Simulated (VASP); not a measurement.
Set up this calculation in VASP 6.6.1, as the native input.

```
Task                   : single point
Functional             : LDA
Potentials or basis    : VASP PAW LDA potentials, release 64 (Ta_pv, N)
Cutoff                 : 600 eV
k mesh                 : 9 × 9 × 6
Occupations            : gaussian, width 0.1 eV
Spin                   : no spin polarisation
Dipole correction      : no
Further INCAR settings : ALGO = Normal; EDIFF = 1e-06; NBANDS = 15
```

The structure of TaN (l.b) lies in POSCAR:

```
TaN
1.0
    2.9300000000      0.0000000000      0.0000000000
   -1.4650000000      2.5374544000      0.0000000000
    0.0000000000      0.0000000000      2.8700000000
Ta N
1 1
Direct
    0.0000000000      0.0000000000      0.0000000000
    0.3333333000      0.6666667000      0.5000000000
```

These files were run (other wordings do the same):

INCAR

```
SYSTEM = TaN
  PREC = Accurate
  ENCUT = 600
  EDIFF = 1E-6
  ISMEAR = 0
  SIGMA = 0.1
  LREAL = .FALSE.
  LASPH = .TRUE.
  NELM = 120
  ALGO = Normal
  ISIF = 2
  LWAVE = .FALSE.
  LCHARG = .FALSE.
  NBANDS = 15
  GGA_COMPAT = .FALSE.
```

KPOINTS

```
Automatic mesh
0
G
  9 9 6
  0 0 0
```

Potentials or basis: VASP PAW LDA potentials, release 64 (Ta_pv, N).

Launch:

```bash
$ cat potpaw_LDA.64/Ta_pv/POTCAR potpaw_LDA.64/N/POTCAR > POTCAR
$ mpirun -np 1 vasp_std > vasp.out
```

Results of the run:

| Quantity | Value |
| --- | --- |
| Pressure | -6.3 GPa |
| Band gap on the k mesh | zero (band 8 reaches 8.40 eV, above the bottom of band 9 at 8.10 eV) |

Caveat: the k points lie up to 0.36 Å⁻¹ apart; spin-orbit coupling is left out, which moves the levels of the heavy elements.

It took 15 s on 1 thread of Intel Xeon 8259CL, on a shared host, peak memory 0.14 GiB.
